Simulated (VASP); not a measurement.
Ir:

```
CELL_PARAMETERS angstrom
0.00000 1.91974 1.91974
1.91974 0.00000 1.91974
1.91974 1.91974 0.00000
ATOMIC_POSITIONS crystal
Ir 0.00000 0.00000 0.00000
```

| Item | Value |
| --- | --- |
| Program | VASP 6.6.1 |
| Task | relaxation of cell and atoms |
| Functional | LDA |
| Potentials or basis | VASP PAW LDA potentials, release 64 (Ir) |
| Cutoff | 600 eV |
| k mesh | 19 × 19 × 19 |
| Occupations | fermi-dirac, width 0.1 eV |
| Spin | no spin polarisation |

At the start: pressure -5.7 GPa; volume 14.15 Å³/atom.

Task: How do energy, volume and symmetry change on relaxing?

Result: Over 4 steps the energy falls by 3.7 meV/atom and the volume is 13.94 Å³/atom (-1.5 %); space group Fm-3m (No. 225, to 0.1 Å) before and after.

The path:
```
step  energy change (eV)  largest force (eV/Å)  pressure (GPa)  volume (Å³)
   1              0.0000                0.0000           -5.70        14.15
   2              0.0610                0.0000           27.56        13.14
   3             -0.0037                0.0000           -0.16        13.95
   4             -0.0037                0.0000           -0.01        13.94
```

Final structure:
```xyz
1
Lattice="0.0000 1.9104 1.9104 1.9104 0.0000 1.9104 1.9104 1.9104 0.0000" Properties=species:S:1:pos:R:3 pbc="T T T"
Ir    0.0000    0.0000    0.0000
```
